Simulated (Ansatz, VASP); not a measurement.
## HgTe in VASP and in Ansatz

INCAR

```
ALGO = Normal ; EDIFF = 1E-8
ENCUT = 520 ; GGA = CA
ISIF = 2 ; ISMEAR = -1
LASPH = True ; LCHARG = False
LEFG = True ; LREAL = False
LWAVE = False ; NBANDS = 16
NELM = 100 ; PREC = Accurate
SIGMA = 0.03
```

The input KPOINTS:

```
k-points
0
Gamma
  11 11 11
```

POSCAR

```
HgTe
1.0
    0.0000000000      3.1799338486      3.1799338486
    3.1799338486      0.0000000000      3.1799338486
    3.1799338486      3.1799338486      0.0000000000
Hg Te
1 1
Direct
    0.0000000000      0.0000000000      0.0000000000
    0.7500000000      0.7500000000      0.7500000000
```

Input for Ansatz:

```yaml
crystal:
  lattice:
    - [0.0, 3.1799338486, 3.1799338486]
    - [3.1799338486, 0.0, 3.1799338486]
    - [3.1799338486, 3.1799338486, 0.0]
  atoms:
    - { symbol: Hg, position: [0.0, 0.0, 0.0] }
    - { symbol: Te, position: [0.75, 0.75, 0.75] }
kpoints:
  mp_grid: { grid: [11, 11, 11] }
scf:
  occupations: { method: fermi_dirac, width: 0.03 }
hamiltonian:
  xc: lda
  pseudopotentials: { kind: all_electron, datasets: crystal }
output:
  forces: true
  stress: true
  eigenvalues: true
  efg: { contact_densities: true }
```

Change from the starting cell: volume scaled by 0.96, crystal datasets.

Alike in both runs: task electric field gradients; functional LDA; k mesh 11 × 11 × 11; occupations fermi-dirac, width 0.03 eV; no spin polarisation.

```csv
,VASP,Ansatz
version,VASP 6.6.1,Ansatz 0.2.0
potentials or method,"VASP PAW LDA potentials, release 64 (Hg, Te), cutoff 520 eV","all-electron PAW with datasets made for the crystal, scalar-relativistic"
```

Ansatz gave:

```
pressure (GPa) : 1.8
```

Estimate VASP's values.

pressure (GPa): 2.1.

LDA's correlation is that of Perdew and Zunger in VASP and of Perdew and Wang (1992) in Ansatz. Ansatz ran all-electron here, and VASP with PAW potentials.

Neither program's run includes spin-orbit coupling.
